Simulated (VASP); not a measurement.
Write the native input for VASP 6.6.1 that does the following.

```
Task                   : single point
Functional             : PBE
Potentials or basis    : VASP PAW PBE potentials, release 64 (Te, S, Au)
Cutoff                 : 500 eV
k mesh                 : 3 × 3 × 3
Occupations            : gaussian, width 0.15 eV
Spin                   : no spin polarisation
Dipole correction      : no
Further INCAR settings : ALGO = Normal; EDIFF = 1e-06; NBANDS = 32
```

The structure of TeAu2S3 lies in POSCAR:

```
TeAu2S3
1.0
   -2.6526036145      2.6526036145      5.0373265195
    2.6526036145     -2.6526036145      5.0373265195
    2.6526036145      2.6526036145     -5.0373265195
Te S Au
1 3 2
Direct
    0.0000000000      0.0000000000      0.0000000000
    0.5000000000      0.5000000000      0.0000000000
    0.5000000000      0.0000000000      0.5000000000
    0.0000000000      0.5000000000      0.5000000000
    0.7363900539      0.7363900539      0.0000000000
    0.2636099461      0.2636099461      0.0000000000
```

The cell was generated, and may not be a known phase.

One way to write it, as run:

INCAR

```
PREC = Accurate
ENCUT = 500
EDIFF = 1E-6
ISMEAR = 0
SIGMA = 0.15
LREAL = F
LASPH = T
NELM = 120
ALGO = Normal
ISIF = 2
LWAVE = F
LCHARG = F
GGA = PE
NBANDS = 32
GGA_COMPAT = F
```

KPOINTS

```
Automatic mesh
0
Gamma
  3 3 3
```

Potentials or basis: VASP PAW PBE potentials, release 64 (Te, S, Au).

The run is started by

```sh
$ cat potpaw_PBE.64/Te/POTCAR potpaw_PBE.64/S/POTCAR potpaw_PBE.64/Au/POTCAR > POTCAR
$ mpirun -np 1 vasp_std > vasp.out
```

It gave:

```
Pressure               : -0.2 GPa
Band gap on the k mesh : zero (bands 23 and 24 overlap by 2.64 eV)
```

Caveat: the k points lie up to 0.45 Å⁻¹ apart, too coarse for converged energies and pressures of a metal; spin-orbit coupling is left out, which moves the levels of the heavy elements.

It took 74 s on 1 thread of Intel Xeon 8259CL, with other jobs on the host, peak memory 0.32 GiB.
